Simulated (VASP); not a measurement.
## MnSiSe3: single point with PBE

MnSiSe3:

```xyz
5
Lattice="4.6810 0.0000 0.0000 0.0000 4.6810 0.0000 0.0000 0.0000 4.6810" Properties=species:S:1:pos:R:3 pbc="T T T"
Mn    0.0000    0.0000    0.0000
Si    2.3405    2.3405    2.3405
Se    0.0000    2.3405    2.3405
Se    2.3405    0.0000    2.3405
Se    2.3405    2.3405    0.0000
```

The cell was built from a structure type or drawn by symmetry, and may not be a known phase.

```
Program             : VASP 6.6.1
Task                : single point
Functional          : PBE
Potentials or basis : VASP PAW PBE potentials, release 64 (Mn_pv, Si, Se)
Cutoff              : 520 eV
k mesh              : 4 × 4 × 4
Occupations         : gaussian, width 0.1 eV
Spin                : collinear spin, ferromagnetic start
Starting moments    : [4.0, 0.0, 0.0, 0.0, 0.0] μB
```

```yaml
Pressure: 7.0 GPa
Net_moment: 4.54 μB per cell
Site_moments: Mn +4.42; Si -0.00; Se -0.05 μB
Valence_electrons_inside_the_program's_atomic_spheres: Mn 11.13; Si 1.58; Se 3.88
```

Levels at points of the mesh, in eV from the Fermi level:
Spin up:
```tsv
k point	band 16	band 17	band 18	band 19	band 20	band 21	band 22	band 23	band 24	band 25
(0.00, 0.00, 0.00)	-0.95	-0.95	-0.95	-0.89	-0.89	-0.89	0.34	4.51	4.51	4.51
(0.50, 0.00, 0.00)	-2.57	-2.57	-1.13	-0.40	-0.40	1.05	1.16	4.07	4.78	5.22
(0.50, 0.50, 0.00)	-2.51	-1.58	-1.58	-1.56	1.08	1.84	2.34	2.34	3.48	3.77
(0.50, 0.50, 0.50)	-1.51	-1.51	-1.10	1.02	1.02	1.02	2.22	2.22	2.22	6.50
```
Spin down:
```
           k point  band 13  band 14  band 15  band 16  band 17  band 18
(0.00, 0.00, 0.00)    -1.05    -0.87    -0.87    -0.87     0.73     0.73
(0.50, 0.00, 0.00)    -2.19    -1.12    -1.12     0.85     0.87     1.14
(0.50, 0.50, 0.00)    -2.51    -1.59     0.37     0.87     0.96     1.50
(0.50, 0.50, 0.50)     0.17     0.92     0.92     0.92     0.96     0.96
```

Run time: 54 s on 1 thread of AMD EPYC 7R13 Processor (Zen 3), on a shared host, peak memory 0.23 GiB.

Caveat: the cell stands under pressure; a cell with one magnetic atom can't hold antiferromagnetic order, which such compounds often take; semilocal functionals often make such compounds metallic where correlation or magnetic order opens a gap, which also shifts bond lengths. With open d or f shells a metallic result of PBE can be an artefact of self-interaction; +U or a hybrid may open a gap.
